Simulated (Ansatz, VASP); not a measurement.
## Two plane-wave programs on TaSi2

```xyz
9
Lattice="4.7839 0.0000 0.0000 -2.3920 4.1430 0.0000 0.0000 0.0000 6.5700" Properties=species:S:1:pos:R:3 pbc="T T T"
Ta    2.3920    0.0000    0.0000
Ta    1.1960    2.0715    4.3800
Ta   -1.1960    2.0715    2.1900
Si    0.0000    1.3172    0.0000
Si    3.6432    0.6586    4.3800
Si    1.2512    3.4844    2.1900
Si    2.3920    2.8258    0.0000
Si   -1.2512    3.4844    4.3800
Si    1.1407    0.6586    2.1900
```

Alike in both runs: task relaxation of cell and atoms; functional PBE; k mesh 8 × 8 × 5; occupations fermi-dirac, width 0.1 eV; no spin polarisation.

|  | VASP | Ansatz |
| --- | --- | --- |
| version | VASP 6.6.1 | Ansatz 0.2.0 |
| potentials or method | VASP PAW PBE potentials, release 64 (Ta_pv, Si), cutoff 600 eV | PAW plane waves |
| valence electrons in the cell | 57 | 63 |

|  | VASP | Ansatz | Ansatz less VASP |
| --- | --- | --- | --- |
| gap on the k mesh at the Fermi level, each at its own relaxed structure (eV) | none | none | - |
| relaxed volume (Å³/atom) | 14.67 | 14.67 | +0.002 |
| relaxed cell length with the largest relative difference (Å) | 6.598 | 6.599 | +0.0008 |

A gap of «none» marks a metal or a gap that the smearing closes. VASP's potentials hold 57 valence electrons a cell and Ansatz's 63, so a difference there can come from the potentials and not from the codes.

Spin-orbit coupling is off throughout.
